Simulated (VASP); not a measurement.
# Ba2Os (I4/mmm) in VASP: relaxation of cell and atoms with PBEsol

Aim: the relaxation of cell and atoms of Ba2Os with PBEsol.

All numbers are computed with VASP 6.6.1; they aren't measurements. Logs are shortened: lines on timing, memory, paths and dates and some standing lists are left out, and cuts for length are marked.

### Step 1. The cell of the first run

Symmetry: I4/mmm, No. 139, tetragonal system. The conventional cell has a = 4.158 Å, b = 4.158 Å, c = 14.793 Å, α = 90.00°, β = 90.00°, γ = 90.00°. Within 4.6 Å of Os (site symmetry 4/mmm) lie 8 Ba at 3.51 Å and 4 Os at 4.16 Å. Within 4.7 Å of Ba (site symmetry 4mm) lie 4 Os at 3.51 Å and 9 Ba at 3.85 to 4.61 Å.

### Step 2. Relaxation of cell and atoms, PBEsol

INCAR reads:

```
SYSTEM = Ba2Os
  ALGO = Normal
  EDIFF = 1E-7
  EDIFFG = -0.01
  ENCUT = 560
  GGA = PS
  GGA_COMPAT = .FALSE.
  IBRION = 2
  ISIF = 3
  ISMEAR = -1
  LASPH = .TRUE.
  LCHARG = .FALSE.
  LREAL = .FALSE.
  LWAVE = .FALSE.
  NELM = 120
  NELMIN = 4
  NSW = 60
  PREC = Accurate
  SIGMA = 0.1
```

KPOINTS reads:

```
k-points
0
G
  5 5 5
  0 0 0
```

POSCAR reads:

```
Ba2Os
1.0
    0.0000000000      4.1576432700      0.0000000000
    4.1576432700      0.0000000000      0.0000000000
    2.0788221400      2.0788221400     -7.3965566500
Os Ba
1 2
Direct
    0.0000000000      0.0000000000      0.0000000000
    0.3700000000      0.3700000000      0.2600000000
    0.6300000000      0.6300000000      0.7400000000
```

Potentials or basis: VASP PAW PBE potentials, release 64 (Os_sv_GW, Ba_sv).

Launch:

```console
cat potpaw_PBE.64/Os_sv_GW/POTCAR potpaw_PBE.64/Ba_sv/POTCAR > POTCAR
mpirun -np 1 vasp_std > vasp.out
```

OUTCAR:

```text
SYSTEM = Ba2Os
   EDIFF = 1E-7
   EDIFFG = -0.01
   ENCUT = 560
   GGA = PS
   IBRION = 2
   ISIF = 3
   ISMEAR = -1
   LASPH = .TRUE.
   LREAL = .FALSE.
   NELM = 120
   NELMIN = 4
   NSW = 60
   PREC = Accurate

 ion  position               nearest neighbor table
   1  0.000  0.000  0.000-   3 3.51   2 3.51   3 3.51   2 3.51   2 3.51   3 3.51   3 3.51   2 3.51

   2  0.370  0.370  0.260-   1 3.51   1 3.51   1 3.51   1 3.51   3 3.85   3 4.61   3 4.61   3 4.61
                             3 4.61
   3  0.630  0.630  0.740-   1 3.51   1 3.51   1 3.51   1 3.51   2 3.85   2 4.61   2 4.61   2 4.61
                             2 4.61

  LATTYP: Found a body centered tetragonal cell.
 ALAT       =     4.1576432700
 C/A-ratio  =     3.5580525647

  Lattice vectors:

 A1 = (  -2.0788221400,   2.0788211300,   7.3965566500)
 A2 = (   2.0788211300,  -2.0788221400,   7.3965566500)
 A3 = (   2.0788221400,   2.0788221400,  -7.3965566500)

Analysis of symmetry for initial positions (statically):
=====================================================================
 Subroutine PRICEL returns:
 Original cell was already a primitive cell.

 Routine SETGRP: Setting up the symmetry group for a
 body centered tetragonal supercell.

 Subroutine GETGRP returns: Found 16 space group operations
 (whereof 16 operations were pure point group operations)
 out of a pool of 16 trial point group operations.

The static configuration has the point symmetry D_4h.

Analysis of symmetry for dynamics (positions and initial velocities):
=====================================================================
 Subroutine PRICEL returns:
 Original cell was already a primitive cell.

 Routine SETGRP: Setting up the symmetry group for a
 body centered tetragonal supercell.

 Subroutine GETGRP returns: Found 16 space group operations
 (whereof 16 operations were pure point group operations)
 out of a pool of 16 trial point group operations.

The dynamic configuration has the point symmetry D_4h.

 Subroutine INISYM returns: Found 16 space group operations
 (whereof 16 operations are pure point group operations),
 and found     1 'primitive' translations

----------------------------------------------------------------------------------------

                                     Primitive cell

  volume of cell :     127.8569

  direct lattice vectors                    reciprocal lattice vectors
     0.000000000  4.157643270  0.000000000     0.000000000  0.240520876  0.067599039
[... 77 lines left out ...]
   LSORBIT =      F    spin-orbit coupling
   LASPH  =      T    aspherical Exc in radial PAW
   ENCUT  =  560.0 eV  41.16 Ry    6.42 a.u.   8.02  8.02 15.36*2*pi/ulx,y,z
   NELM   =    120;   NELMIN=  4; NELMDL= -5     # of ELM steps
   EDIFF  = 0.1E-06   stopping-criterion for ELM
   LREAL  =      F    real-space projection
   EDIFFG = -.1E-01   stopping-criterion for IOM
   NSW    =     60    number of steps for IOM
   IBRION =      2    ionic relax: 0-MD 1-quasi-New 2-CG
   NFREE  =      1    steps in history (QN), initial steepest desc. (CG)
   ISIF   =      3    stress and relaxation
   ISYM   =      2    0-nonsym 1-usesym 2-fastsym
   POTIM  = 0.5000    time-step for ionic-motion
   TEBEG  =    0.0;   TEEND  =   0.0 temperature during run
   PSTRESS=    0.0 pullay stress
   NELECT =      36.0000    total number of electrons
   NUPDOWN=      -1.0000    fix difference up-down
   EMIN   =  10.00;   EMAX   =-10.00  energy-range for DOS
   EFERMI =   0.00;   METHOD = LEGACY
   ISMEAR =    -1;   SIGMA  =   0.10  broadening in eV -4-tet -1-fermi 0-gaus
   EFERMI_NEDOS =   21; number of points for ismear=-14 and -15
   IALGO  =     38    algorithm
   IMIX   =      4    mixing-type and parameters
     AMIX     =   0.40;   BMIX     =  1.00
     AMIX_MAG =   1.60;   BMIX_MAG =  1.00
  volume/ion in A,a.u.               =      42.62       287.61
  Fermi-wavevector in a.u.,A,eV,Ry     =   1.073003  2.027682 15.664873  1.151336
  Thomas-Fermi vector in A             =   2.208790
   LORBIT       =      0    0 simple, 1 ext, 2 COOP (PROOUT), +10 PAW based schemes
   GGA     = PS    functional components
   LHFCALC =     F    Hartree Fock is set to
   AEXX    =    0.0000 exact exchange contribution
   IVDW    =     0    specifies the selected vdW correction
   LEPSILON=     F    determine dielectric tensor
   LRPA    =     F    only Hartree local field effects (RPA)
 conjugate gradient relaxation of ions
 non-spin polarized calculation
  energy-cutoff  :      560.00
  volume of cell :      127.86
 maximum number of plane-waves:      3871
   NGX = 17   NGY = 17   NGZ = 31

--------------------------------------- Ionic step        1  -------------------------------------------

 number of electron      36.0000002 magnetization

 Free energy of the ion-electron system (eV)
  ---------------------------------------------------
  ext. energy  EPLUGINS =         0.00000000
  ---------------------------------------------------
  free energy    TOTEN  =       -14.57864081 eV

  energy without entropy =      -14.40999360  energy(sigma->0) =      -14.49431721

 E-fermi :   2.4503     XC(G=0):  -8.6870

 val. band max:        2.4501260059   @ k =  -0.2000   0.0000   0.2000
 cond. band min:       2.4796714660   @ k =  -0.4000   0.4000   0.0000
 fundamental gap:      0.0295454601
 Fermi energy:         2.4502898866

 k-point     1 :       0.0000    0.0000    0.0000
  band No.  band energies     occupation
      1     -82.1620      2.00000
      2     -41.5440      2.00000
      3     -41.5440      2.00000
      4     -41.4476      2.00000
      5     -25.5006      2.00000
      6     -25.4404      2.00000
[... 543 lines left out ...]
  FREE ENERGIE OF THE ION-ELECTRON SYSTEM (eV)
  ---------------------------------------------------
  free  energy   TOTEN  =       -15.4346406254 eV

  energy  without entropy=      -15.3489675809  energy(sigma->0) =      -15.39180410

[... ionic steps 4 to 17 ...]

--------------------------------------- Ionic step       18  -------------------------------------------

 number of electron      36.0000001 magnetization

------------------------ aborting loop because EDIFF is reached ----------------------------------------
[... 69 lines left out ...]
--------------------------------------- Ionic step       20  -------------------------------------------

 number of electron      36.0000001 magnetization

 Free energy of the ion-electron system (eV)
  ---------------------------------------------------
  ext. energy  EPLUGINS =         0.00000000
  ---------------------------------------------------
  free energy    TOTEN  =       -15.46534565 eV

  energy without entropy =      -15.35005621  energy(sigma->0) =      -15.40770093

 E-fermi :   3.7539     XC(G=0):  -9.6036

 val. band max:        3.7482445129   @ k =  -0.2000  -0.2000   0.2000
 cond. band min:       3.8073450017   @ k =   0.2000   0.0000   0.0000
 fundamental gap:      0.0591004887
 Fermi energy:         3.7539473389

 k-point     1 :       0.0000    0.0000    0.0000
  band No.  band energies     occupation
      1     -80.8458      2.00000
      2     -40.2431      2.00000
      3     -40.2431      2.00000
      4     -40.1531      2.00000
      5     -23.8216      2.00000
      6     -23.6998      2.00000
[... 469 lines left out ...]
  FREE ENERGIE OF THE ION-ELECTRON SYSTEM (eV)
  ---------------------------------------------------
  free  energy   TOTEN  =       -15.4653456531 eV

  energy  without entropy=      -15.3500562073  energy(sigma->0) =      -15.40770093

 reached required accuracy - stopping structural energy minimisation
```

OSZICAR:

```text
N       E                     dE             d eps       ncg     rms          rms(c)
DAV:   1     0.356784636749E+03    0.35678E+03   -0.17877E+04   792   0.153E+03
DAV:   2     0.780680312592E+01   -0.34898E+03   -0.34537E+03  1092   0.362E+02
DAV:   3    -0.152377054155E+02   -0.23045E+02   -0.22753E+02  1044   0.931E+01
[... 245 lines left out ...]
DAV:   4    -0.154653433497E+02    0.16424E-04   -0.19214E-04   964   0.787E-02    0.303E-02
DAV:   5    -0.154653447803E+02   -0.14306E-05   -0.85858E-06  1244   0.131E-02    0.150E-02
DAV:   6    -0.154653451871E+02   -0.40680E-06   -0.60490E-06  1074   0.152E-02    0.828E-03
DAV:   7    -0.154653455590E+02   -0.37191E-06   -0.36941E-07   832   0.303E-03    0.219E-03
DAV:   8    -0.154653456531E+02   -0.94131E-07   -0.39151E-08   516   0.126E-03
  20 F= -.15465346E+02 E0= -.15407701E+02  d E =-.565697E-04
```

It took 13 min on 1 thread of Intel Xeon Platinum 8259CL at 2.50GHz (Skylake/Cascade Lake), shared host; peak memory 0.3 GiB.

What came out:

- Free energy: -15.4653 eV
- Relaxed volume: 33.51 Å³/atom
- Relaxed cell: a = 3.703 Å, b = 3.703 Å, c = 7.786 Å, α = 76.24°, β = 76.24°, γ = 90.00°
- Space group after relaxing (to 0.1 Å): I4/mmm (No. 139)
- Energy gained by relaxing: 295.6 meV/atom
- Ionic steps: 20
- Pressure after relaxing: 0.0 GPa
- Largest force after relaxing: 0.003 eV/Å
- Band gap on the k mesh: zero (bands 18 and 19 overlap by 0.09 eV)

Forces in eV/Å, atoms in the order of the input:
```
Os   0.000  0.000  0.000
Ba   0.000  0.000  0.003
Ba   0.000  0.000 -0.003
```

The path:
```
step  energy change (eV)  largest force (eV/Å)  pressure (GPa)  volume (Å³)
   1              0.0000                1.1936           -6.40       127.86
   2             -0.8546                0.1190           -0.49        98.87
   3             -0.8560                0.1964           -0.08        97.96
   4             -0.8727                0.0738           -0.03        97.34
   5             -0.8802                0.0589            0.03        96.55
   6             -0.8802                0.0654            0.03        96.51
   7             -0.8809                0.0528            0.08        96.59
   8             -0.8823                0.0158            0.23        96.84
   9             -0.8830                0.0575            0.54        97.33
  10             -0.8831                0.0561            0.54        97.39
  11             -0.8835                0.0524            0.51        97.58
  12             -0.8842                0.0449            0.45        97.97
  13             -0.8853                0.0305            0.35        98.74
  14             -0.8862                0.0027            0.16       100.28
  15             -0.8862                0.0007            0.15       100.47
  16             -0.8864                0.0050            0.11       100.51
  17             -0.8866                0.0181           -0.02       100.63
  18             -0.8866                0.0202           -0.04       100.65
  19             -0.8867                0.0119           -0.01       100.60
  20             -0.8867                0.0031            0.01       100.54
```

Final structure:
```
Os Ba
1.0
     0.00000    3.70305    0.00000
     3.70305    0.00000    0.00000
     1.85152    1.85152   -7.33209
Os Ba
1 2
Cartesian
  0.0000 0.0000 0.0000
  1.8515 1.8515 -1.7936
  3.7030 3.7030 -5.5385
```

Caveat: the volume moved by over 15 % at a fixed basis, so the end points are rough; the PAW data sets were made with another functional, which shifts forces and pressure a little; spin-orbit coupling is left out, which moves the levels of the heavy elements.

The gap in the log of VASP goes by the Fermi energy; the results here count the filled bands.